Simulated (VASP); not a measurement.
Crystal: SrO.

```
Sr O
1.0
     0.00000    2.59737    2.59737
     2.59737    0.00000    2.59737
     2.59737    2.59737    0.00000
Sr O
1 1
Direct
  0.50000 0.50000 0.50000
  0.00000 0.00000 0.00000
```

- Program: VASP 6.6.1
- Task: relaxation of cell and atoms
- Functional: PBEsol
- Potentials or basis: VASP PAW PBE potentials, release 64 (Sr_sv, O)
- Cutoff: 600 eV
- k mesh: 8 × 8 × 8
- Occupations: fermi-dirac, width 0.02 eV
- Spin: no spin polarisation

At the start: pressure -3.1 GPa; volume 17.52 Å³/atom.

Problem. How do energy, volume and symmetry change on relaxing?

Solution. Over 3 steps the energy falls by 6.3 meV/atom and the volume is 16.90 Å³/atom (-3.6 %); space group Fm-3m (No. 225, to 0.05 Å).

The path:
| step | energy change (eV) | largest force (eV/Å) | pressure (GPa) | volume (Å³) |
| --- | --- | --- | --- | --- |
| 1 | 0.0000 | 0.0000 | -3.13 | 35.05 |
| 2 | -0.0108 | 0.0000 | 1.32 | 33.34 |
| 3 | -0.0127 | 0.0000 | 0.00 | 33.79 |

Final structure:
```
CELL_PARAMETERS angstrom
0.00000 2.56604 2.56604
2.56604 0.00000 2.56604
2.56604 2.56604 0.00000
ATOMIC_POSITIONS crystal
Sr 0.50000 0.50000 0.50000
O 0.00000 0.00000 0.00000
```

Caveat: the PAW data sets were made with another functional, which shifts forces and pressure a little.
